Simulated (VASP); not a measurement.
# Ni (P2_1/m) in VASP: a series of runs

Runs on Ni. Level: LDA. Tasks: single point.

Program: VASP 6.6.1. These are calculated values, not measurements. Logs are shortened: lines on timing, memory, paths and dates and some standing lists are left out, and cuts for length are marked.

## (1) The cell of the first run

The structure is monoclinic, space group P2_1/m (No. 11). Conventional cell: a = 2.354 Å, b = 3.844 Å, c = 2.354 Å, α = 90.00°, β = 109.47°, γ = 90.00°. Within 3.0 Å of Ni (site symmetry m) lie 14 Ni at 2.26 to 3.00 Å.

## (2) Single point, LDA (atoms displaced along several vibrational modes)

File INCAR:

```
PREC = Accurate
ENCUT = 520
EDIFF = 1E-6
ISMEAR = 0
SIGMA = 0.15
LREAL = F
LASPH = T
NELM = 80
ALGO = Fast
ISIF = 2
LWAVE = F
LCHARG = F
GGA = CA
NBANDS = 17
```

File KPOINTS:

```
Automatic mesh
0
Gamma
  20 20 12
```

File POSCAR:

```
Ni
1.0
   -1.3590661858      1.3590661858      1.3590661858
    1.3590661858     -1.3590661858      1.3590661858
    2.7181323716      2.7181323716      0.0000000000
Ni
2
Direct
    0.0058839791     -0.0888085645      0.0000000000
    0.4941160209      0.5888085645      0.5000000000
```

Potentials or basis: VASP PAW LDA potentials, release 64 (Ni).

Run with:

```bash
$ cat potpaw_LDA.64/Ni/POTCAR > POTCAR
$ mpirun -np 1 vasp_std > vasp.out
```

OUTCAR:

```text
PREC = Accurate
   ENCUT = 520
   EDIFF = 1E-6
   ISMEAR = 0
   LREAL = F
   LASPH = T
   NELM = 80
   ISIF = 2
   GGA = CA

 ion  position               nearest neighbor table
   1  0.006  0.911  0.000-   2 2.26   2 2.26   2 2.48   2 2.48   2 2.52   2 2.52   2 3.00   2 3.00

   2  0.494  0.589  0.500-   1 2.26   1 2.26   1 2.48   1 2.48   1 2.52   1 2.52   1 3.00   1 3.00

  LATTYP: Found a base centered orthorhombic cell.
 ALAT       =     2.7181323716
 B/A-ratio  =     1.4142135624
 C/A-ratio  =     1.4142135624

  Lattice vectors:

 A1 = (  -1.3590661858,   1.3590661858,   1.3590661858)
 A2 = (   1.3590661858,  -1.3590661858,   1.3590661858)
 A3 = (   2.7181323716,   2.7181323716,   0.0000000000)

Analysis of symmetry for initial positions (statically):
=====================================================================
 Subroutine PRICEL returns:
 Original cell was already a primitive cell.

 Routine SETGRP: Setting up the symmetry group for a
 base centered orthorhombic supercell.

 Subroutine GETGRP returns: Found  4 space group operations
 (whereof  2 operations were pure point group operations)
 out of a pool of  8 trial point group operations.

The static configuration has the point symmetry C_1h.
 The point group associated with its full space group is C_2h.

Analysis of symmetry for dynamics (positions and initial velocities):
=====================================================================
 Subroutine PRICEL returns:
 Original cell was already a primitive cell.

 Routine SETGRP: Setting up the symmetry group for a
 base centered orthorhombic supercell.

 Subroutine GETGRP returns: Found  4 space group operations
 (whereof  2 operations were pure point group operations)
 out of a pool of  8 trial point group operations.

The dynamic configuration has the point symmetry C_1h.
 The point group associated with its full space group is C_2h.

 Subroutine INISYM returns: Found  4 space group operations
 (whereof  2 operations are pure point group operations),
 and found     1 'primitive' translations

----------------------------------------------------------------------------------------

                                     Primitive cell

  volume of cell :      20.0822

  direct lattice vectors                    reciprocal lattice vectors
    -1.359066186  1.359066186  1.359066186    -0.183949835  0.183949835  0.367899669
     1.359066186 -1.359066186  1.359066186     0.183949835 -0.183949835  0.367899669
     2.718132372  2.718132372  0.000000000     0.183949835  0.183949835  0.000000000

  length of vectors
     2.353971685  2.353971685  3.844019664     0.450583233  0.450583233  0.260144351

  position of ions in fractional coordinates (direct lattice)
     0.005883979  0.911191436  0.000000000
     0.494116021  0.588808564  0.500000000

  ion indices of the primitive-cell ions
   primitive index   ion index
                 1           1
                 2           2

----------------------------------------------------------------------------------------

 KPOINTS: Automatic mesh

Automatic generation of k-mesh.
 Grid dimensions read from file:
 generate k-points for:   20   20   12

 Generating k-lattice:

  Cartesian coordinates                     Fractional coordinates (reciprocal lattice)
    -0.009197492  0.009197492  0.018394983     0.050000000  0.000000000  0.000000000
     0.009197492 -0.009197492  0.018394983     0.000000000  0.050000000  0.000000000
     0.015329153  0.015329153  0.000000000     0.000000000  0.000000000  0.083333333

  Length of vectors
     0.022529162  0.022529162  0.021678696

  Shift w.r.t. Gamma in fractional coordinates (k-lattice)
     0.000000000  0.000000000  0.000000000

 Subroutine IBZKPT returns following result:
 ===========================================

 Found   1414 irreducible k-points:

 Following reciprocal coordinates:
            Coordinates               Weight
  0.000000  0.000000  0.000000      1.000000
  0.050000  0.000000  0.000000      2.000000
  0.000000  0.050000  0.000000      2.000000
  0.100000  0.000000  0.000000      2.000000
  0.000000  0.100000  0.000000      2.000000
  0.150000  0.000000  0.000000      2.000000
[... 16 lines left out ...]
  0.100000  0.050000  0.000000      2.000000
  0.050000  0.100000  0.000000      2.000000
 [... further k-points ...]
   k-points           NKPTS =   1414   k-points in BZ     NKDIM =   1414   number of bands    NBANDS=     17
   number of dos      NEDOS =    301   number of ions     NIONS =      2
   total plane-waves  NPLWV =   9720
   dimension x,y,z NGX =    18 NGY =   18 NGZ =   30
   dimension x,y,z NGXF=    36 NGYF=   36 NGZF=   60
   ions per type =               2
   NGX,Y,Z   is equivalent  to a cutoff of  12.71, 12.71, 12.97 a.u.
   NGXF,Y,Z  is equivalent  to a cutoff of  25.42, 25.42, 25.95 a.u.
 SYSTEM =  unknown system
   PREC   = accura    normal or accurate (medium, high low for compatibility)
   ISTART =      0    job   : 0-new  1-cont  2-samecut
   ICHARG =      2    charge: 1-file 2-atom 10-const
   ISPIN  =      1    spin polarized calculation?
   LNONCOLLINEAR =      F non collinear calculations
   LSORBIT =      F    spin-orbit coupling
   LASPH  =      T    aspherical Exc in radial PAW
   ENCUT  =  520.0 eV  38.22 Ry    6.18 a.u.   4.38  4.38  7.15*2*pi/ulx,y,z
   NELM   =     80;   NELMIN=  2; NELMDL= -5     # of ELM steps
   EDIFF  = 0.1E-05   stopping-criterion for ELM
   LREAL  =      F    real-space projection
   EDIFFG = 0.1E-04   stopping-criterion for IOM
   NSW    =      0    number of steps for IOM
   IBRION =     -1    ionic relax: 0-MD 1-quasi-New 2-CG
   NFREE  =      0    steps in history (QN), initial steepest desc. (CG)
   ISIF   =      2    stress and relaxation
   ISYM   =      2    0-nonsym 1-usesym 2-fastsym
   POTIM  = 0.5000    time-step for ionic-motion
   TEBEG  =    0.0;   TEEND  =   0.0 temperature during run
   PSTRESS=    0.0 pullay stress
   NELECT =      20.0000    total number of electrons
   NUPDOWN=      -1.0000    fix difference up-down
   EMIN   =  10.00;   EMAX   =-10.00  energy-range for DOS
   EFERMI =   0.00;   METHOD = LEGACY
   ISMEAR =     0;   SIGMA  =   0.15  broadening in eV -4-tet -1-fermi 0-gaus
   EFERMI_NEDOS =   21; number of points for ismear=-14 and -15
   IALGO  =     68    algorithm
   IMIX   =      4    mixing-type and parameters
     AMIX     =   0.40;   BMIX     =  1.00
     AMIX_MAG =   1.60;   BMIX_MAG =  1.00
  volume/ion in A,a.u.               =      10.04        67.76
  Fermi-wavevector in a.u.,A,eV,Ry     =   1.634861  3.089440 36.365260  2.672771
  Thomas-Fermi vector in A             =   2.726430
   LORBIT       =      0    0 simple, 1 ext, 2 COOP (PROOUT), +10 PAW based schemes
   GGA     = CA    functional components
   LHFCALC =     F    Hartree Fock is set to
   AEXX    =    0.0000 exact exchange contribution
   IVDW    =     0    specifies the selected vdW correction
   LEPSILON=     F    determine dielectric tensor
   LRPA    =     F    only Hartree local field effects (RPA)
 non-spin polarized calculation
 RMM-DIIS sequential band-by-band and
 Gauss-broadening in eV      SIGMA  =   0.15
  energy-cutoff  :      520.00
  volume of cell :       20.08
 maximum number of plane-waves:       554
 NGX is ok and might be reduce to    18
   NGX =  9   NGY =  9   NGZ = 15

 number of electron      20.0000006 magnetization

 Free energy of the ion-electron system (eV)
  ---------------------------------------------------
  ext. energy  EPLUGINS =         0.00000000
  ---------------------------------------------------
  free energy    TOTEN  =       -12.87279426 eV

  energy without entropy =      -12.81691177  energy(sigma->0) =      -12.84485302

 E-fermi :  10.0949     XC(G=0): -14.0819

 val. band max:       10.0945527586   @ k =   0.2000  -0.2500  -0.1667
 cond. band min:      10.0948948572   @ k =   0.1000  -0.4500  -0.0833
 fundamental gap:      0.0003420986
 Fermi energy:        10.0948711847

 k-point     1 :       0.0000    0.0000    0.0000
  band No.  band energies     occupation
      1       0.7050      2.00000
      2       5.2419      2.00000
      3       6.9931      2.00000
      4       7.5938      2.00000
      5       8.0912      2.00000
      6       8.1544      2.00000
[... 9 lines left out ...]
     16      34.0125      0.00000
     17      37.1870      0.00000

 k-point     2 :       0.0500    0.0000    0.0000
  band No.  band energies     occupation
      1       0.7878      2.00000
      2       5.2956      2.00000
      3       6.9900      2.00000
      4       7.5951      2.00000
      5       8.1289      2.00000
      6       8.1298      2.00000
[... 9 lines left out ...]
     16      34.3679      0.00000
     17      37.0962      0.00000

 k-point     3 :       0.0000    0.0500    0.0000
  band No.  band energies     occupation
      1       0.7872      2.00000
      2       5.2891      2.00000
      3       6.9980      2.00000
      4       7.6353      2.00000
      5       8.0846      2.00000
      6       8.1505      2.00000
[... 9 lines left out ...]
     16      35.3040      0.00000
     17      37.3207      0.00000

 k-point     4 :       0.1000    0.0000    0.0000
  band No.  band energies     occupation
      1       1.0341      2.00000
      2       5.4504      2.00000
      3       6.9762      2.00000
      4       7.5980      2.00000
      5       8.0522      2.00000
      6       8.2429      2.00000
[... 9 lines left out ...]
     16      35.1223      0.00000
     17      35.4742      0.00000
[... 343 lines left out ...]
      1       0.9239      2.00000
      2       5.3713      2.00000
      3       6.9422      2.00000
      4       7.6329      2.00000
      5       8.1293      2.00000
      6       8.1365      2.00000
[... 9 lines left out ...]
     16      35.8789      0.00000
     17      36.3434      0.00000

 k-point    23 :       0.1000    0.0500    0.0000
  band No.  band energies     occupation
      1       1.2218      2.00000
      2       5.5491      2.00000
      3       6.8865      2.00000
      4       7.6352      2.00000
      5       8.0512      2.00000
      6       8.2579      2.00000
[... 9 lines left out ...]
     16      34.8209      0.00000
     17      36.1971      0.00000

 k-point    24 :       0.0500    0.1000    0.0000
  band No.  band energies     occupation
      1       1.2196      2.00000
      2       5.5262      2.00000
      3       6.9170      2.00000
      4       7.7295      2.00000
      5       8.1189      2.00000
      6       8.1509      2.00000
[... 9 lines left out ...]
     16      35.0846      0.00000
     17      36.0958      0.00000

 [... further k-points ...]

------------------------ aborting loop because EDIFF is reached ----------------------------------------

  FORCE on cell =-STRESS in cart. coord.  units (eV):
  Direction    XX          YY          ZZ          XY          YZ          ZX
  --------------------------------------------------------------------------------------
  -------------------------------------------------------------------------------------
  Total        0.8228990      0.8228990     -0.3657337      0.1083283      0.3231507     -0.3231506
  in kB       65.6516020     65.6516020    -29.1785560      8.6425256     25.7812416    -25.7812382
  external PRESSURE =      34.0415494 kB  Pullay stress =       0.0000000 kB

 VOLUME and BASIS-vectors are now :
 -----------------------------------------------------------------------------
  energy-cutoff  :      520.00
  volume of cell :       20.08
      direct lattice vectors                 reciprocal lattice vectors
    -1.359066186  1.359066186  1.359066186    -0.183949835  0.183949835  0.367899669
     1.359066186 -1.359066186  1.359066186     0.183949835 -0.183949835  0.367899669
     2.718132372  2.718132372  0.000000000     0.183949835  0.183949835  0.000000000

 POSITION                                       TOTAL-FORCE (eV/Angst)
 -----------------------------------------------------------------------------------
      1.23037     -1.23037      1.24637        -0.028577      0.028577      0.886241
      1.48776      1.23037      1.47177         0.028577     -0.028577     -0.886241
 -----------------------------------------------------------------------------------
    total drift:                               -0.000000     -0.000000      0.000000

  FREE ENERGIE OF THE ION-ELECTRON SYSTEM (eV)
  ---------------------------------------------------
  free  energy   TOTEN  =       -12.8727942636 eV

  energy  without entropy=      -12.8169117666  energy(sigma->0) =      -12.84485302
```

Run time: 13 min. Hardware: 1 thread of Intel Xeon 8259CL, shared host; peak memory 0.47 GiB.

Results:

```yaml
Free_energy: -12.8728 eV
Pressure: 3.4 GPa
Largest_force: 0.887 eV/Å
Band_gap_on_the_k_mesh: zero (bands 10 and 11 overlap by 0.73 eV)
```

Forces in eV/Å, atoms in the order of the input:
```
Ni  -0.029  0.029  0.886
Ni   0.029 -0.029 -0.886
```

Caveat: the cell differs from its parent crystal (atoms displaced along several vibrational modes); the stress differs along the axes, from -3 to 7 GPa; the run has no spin polarisation, though such a crystal can be magnetic.

(Continued in part 2 of 2.)
